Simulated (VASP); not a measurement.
ZnIr2O4, 14 atoms in the cell. Symmetry: Fd-3m, No. 227, cubic system. Conventional cell: a = 8.529 Å, b = 8.529 Å, c = 8.529 Å, α = 90.00°, β = 90.00°, γ = 90.00°. Zn (site symmetry -43m) has 4 O at 2.00 Å within 2.7 Å. Ir (site symmetry -3m) has 6 O at 2.04 Å within 2.7 Å. Within 2.8 Å of O (site symmetry 3m) lie 1 Zn at 2.00 Å and 3 Ir at 2.04 Å and 3 O at 2.76 Å. 

```yaml
Program: VASP 6.6.1
Task: single point
Functional: LDA
Potentials_or_basis: VASP PAW LDA potentials, release 64 (Zn, Ir, O)
Cutoff: 520 eV
k_mesh: 8 × 8 × 8
Occupations: gaussian, width 0.02 eV
Spin: no spin polarisation
Dipole_correction: no
Further_INCAR_settings: ALGO = Normal; EDIFF = 1e-07; NBANDS = 67
```

Potentials or basis: VASP PAW LDA potentials, release 64 (Zn, Ir, O).

Launch:

```console
$ cat potpaw_LDA.64/Zn/POTCAR potpaw_LDA.64/Ir/POTCAR potpaw_LDA.64/O/POTCAR > POTCAR
$ mpirun -np 1 vasp_std > vasp.out
```

Hardware: 1 thread of Intel(R) Xeon(R) Platinum 8488C (Sapphire Rapids), with other jobs on the host.

Q: Estimate the wall time of this run.

A: Run time: 5.1 min on 1 thread of Intel(R) Xeon(R) Platinum 8488C (Sapphire Rapids), on a shared host, peak memory 0.41 GiB. Counts: scf iterations 17, k points 29.
